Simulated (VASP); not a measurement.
Set up this calculation in VASP 6.6.1, as the native input.

- Task: single point
- Functional: PBE
- Potentials or basis: VASP PAW PBE potentials, release 64 (Pb_d)
- Cutoff: 520 eV
- k mesh: 16 × 16 × 16
- Occupations: gaussian, width 0.15 eV
- Spin: no spin polarisation
- Dipole correction: no
- Further INCAR settings: ALGO = Normal; EDIFF = 1e-07; NBANDS = 13

The structure of Pb lies in POSCAR:

```
Pb
1.0
    0.0000000000      2.3463100000      2.4698000000
    2.3463100000      0.0000000000      2.4698000000
    2.3463100000      2.3463100000      0.0000000000
Pb
1
Direct
    0.0000000000      0.0000000000      0.0000000000
```

This cell differs from its parent crystal: strain -0.050 along x and y, +0.000 along z.

One way to write it, as run:

INCAR

```
SYSTEM = Pb
PREC = Accurate
ENCUT = 520
EDIFF = 1E-7
ISMEAR = 0
SIGMA = 0.15
LREAL = .False.
LASPH = .True.
NELM = 100
ALGO = Normal
ISIF = 2
LWAVE = .False.
LCHARG = .True.
GGA = PE
LELF = .True.
LVHAR = .True.
NBANDS = 13
```

KPOINTS

```
regular mesh
0
Gamma
  16 16 16
  0 0 0
```

Potentials or basis: VASP PAW PBE potentials, release 64 (Pb_d).

Command:

```bash
$ cat potpaw_PBE.64/Pb_d/POTCAR > POTCAR
$ mpirun -np 1 vasp_std > vasp.out
```

Results of the run:

The pressure is 9.5 GPa and the band gap on the k mesh is zero (bands 7 and 8 overlap by 10.36 eV).

Caveat: the cell differs from its parent crystal (strain -0.050 along x and y, +0.000 along z); the cell stands under pressure; spin-orbit coupling is left out, which moves the levels of the heavy elements.

Run time: 58 s on 1 thread of AMD EPYC 9R45 96-Core Processor (Zen 5), on a shared host, peak memory 0.21 GiB.
